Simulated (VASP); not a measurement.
Here is a VASP 6.6.1 calculation.

Contents of INCAR:

```
  PREC = Accurate
  ENCUT = 520
  EDIFF = 1E-7
  ISMEAR = 0
  SIGMA = 0.02
  LREAL = F
  LASPH = T
  NELM = 100
  ALGO = Normal
  ISIF = 2
  LWAVE = F
  LCHARG = T
  GGA = PE
  LELF = T
  LVHAR = T
  NBANDS = 41
```

KPOINTS

```
regular mesh
0
Gamma
  12 12 2
```

File POSCAR:

```
Mg5CdS6
1.0
    3.7300173111      0.0000000000      0.0000000000
   -1.8650086556      3.2302897480      0.0000000000
    0.0000000000      0.0000000000     18.3097259669
Mg Cd S
5 1 6
Direct
    0.3333333333      0.6666666667      0.8358856302
    0.0000000000      0.0000000000      0.0000000000
    0.6666666667      0.3333333333      0.1641143698
    0.3333333333      0.6666666667      0.3283509849
    0.6666666667      0.3333333333      0.6716490151
    0.0000000000      0.0000000000      0.5000000000
    0.6666666667      0.3333333333      0.9179582007
    0.3333333333      0.6666666667      0.0820417993
    0.0000000000      0.0000000000      0.2461612002
    0.6666666667      0.3333333333      0.4095364321
    0.3333333333      0.6666666667      0.5904635679
    0.0000000000      0.0000000000      0.7538387998
```

Potentials or basis: VASP PAW PBE potentials, release 64 (Mg, Cd, S).

The run is started by

```bash
$ cat potpaw_PBE.64/Mg/POTCAR potpaw_PBE.64/Cd/POTCAR potpaw_PBE.64/S/POTCAR > POTCAR
$ mpirun -np 1 vasp_std > vasp.out
```

Q: What does it give for the band gap on the k mesh?

A: 1.91 eV (least direct gap 2.34 eV).

Q: Predict the largest force.

A: 0.048 eV/Å.

Q: What does it give for the pressure?

A: -0.2 GPa.

Forces in eV/Å, atoms in the order of the input:
```
Mg   0.000  0.000 -0.004
Mg   0.000  0.000  0.000
Mg   0.000  0.000  0.004
Mg   0.000  0.000  0.002
Mg   0.000  0.000 -0.002
Cd   0.000  0.000  0.000
S    0.000  0.000 -0.002
S    0.000  0.000  0.002
S    0.000  0.000  0.002
S    0.000  0.000 -0.048
S    0.000  0.000  0.048
S    0.000  0.000 -0.002
```

A k mesh can miss the band edges.
